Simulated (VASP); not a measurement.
PdRu3Pt:

```
CELL_PARAMETERS angstrom
3.86025 0.00000 0.00000
0.00000 3.86025 0.00000
0.00000 0.00000 3.86025
ATOMIC_POSITIONS crystal
Ru 0.00000 0.50000 0.50000
Ru 0.50000 0.50000 0.00000
Ru 0.50000 0.00000 0.50000
Pd 0.00000 0.00000 0.00000
Pt 0.50000 0.50000 0.50000
```

| Quantity | Value |
| --- | --- |
| Program | VASP 6.6.1 |
| Task | relaxation of cell and atoms |
| Functional | PBE |
| Potentials or basis | VASP PAW PBE potentials, release 64 (Ru_pv, Pd, Pt) |
| Cutoff | 600 eV |
| k mesh | 4 × 4 × 4 |
| Occupations | gaussian, width 0.1 eV |
| Spin | no spin polarisation |

At the start: pressure 295.6 GPa; volume 11.50 Å³/atom.

Task: How do energy, volume and symmetry change on relaxing?

Result: Over 23 steps the energy falls by 4875.6 meV/atom and the volume is 20.44 Å³/atom (+77.7 %); space group Pm-3m (No. 221, to 0.05 Å).

Step by step:
| step | energy change (eV) | largest force (eV/Å) | pressure (GPa) | volume (Å³) |
| --- | --- | --- | --- | --- |
| 1 | 0.0000 | 0.0000 | 295.57 | 57.52 |
| 2 | 56.2322 | 0.0000 | -91.54 | 476.88 |
| 3 | -13.6096 | 0.0000 | -14.50 | 213.71 |
| 4 | -16.7756 | 0.0000 | -16.42 | 180.57 |
| 5 | -24.2789 | 0.0000 | -5.83 | 107.59 |
| 6 | -24.0375 | 0.0000 | 14.08 | 93.99 |
| 7 | -24.3762 | 0.0000 | -0.86 | 103.09 |
| 8 | -24.3773 | 0.0000 | 0.55 | 102.00 |
| 9 | -24.3774 | 0.0000 | 0.55 | 102.00 |
| 10 | -24.3774 | 0.0000 | 0.53 | 102.01 |
| 11 | -24.3774 | 0.0000 | 0.53 | 102.01 |
| 12 | -24.3774 | 0.0000 | 0.53 | 102.01 |
| 13 | -24.3774 | 0.0000 | 0.53 | 102.01 |
| 14 | -24.3774 | 0.0000 | 0.53 | 102.01 |
| 15 | -24.3774 | 0.0000 | 0.53 | 102.01 |
| 16 | -24.3774 | 0.0000 | 0.53 | 102.01 |
| 17 | -24.3774 | 0.0000 | 0.53 | 102.01 |
| 18 | -24.3774 | 0.0000 | 0.53 | 102.02 |
| 19 | -24.3774 | 0.0000 | 0.52 | 102.02 |
| 20 | -24.3775 | 0.0000 | 0.50 | 102.03 |
| 21 | -24.3775 | 0.0000 | 0.47 | 102.06 |
| 22 | -24.3777 | 0.0000 | 0.41 | 102.10 |
| 23 | -24.3779 | 0.0000 | 0.28 | 102.20 |

Final structure:
```yaml
crystal:
  lattice:
    - [4.67539, 0.00000, 0.00000]
    - [0.00000, 4.67539, 0.00000]
    - [0.00000, 0.00000, 4.67539]
  atoms:
    - { symbol: Ru, position: [0.00000, 0.50000, 0.50000] }
    - { symbol: Ru, position: [0.50000, 0.50000, 0.00000] }
    - { symbol: Ru, position: [0.50000, 0.00000, 0.50000] }
    - { symbol: Pd, position: [0.00000, 0.00000, 0.00000] }
    - { symbol: Pt, position: [0.50000, 0.50000, 0.50000] }
```

Caveat: the k points lie up to 0.34 Å⁻¹ apart in the final cell; the volume moved by over 15 % at a fixed basis, so the end points are rough.
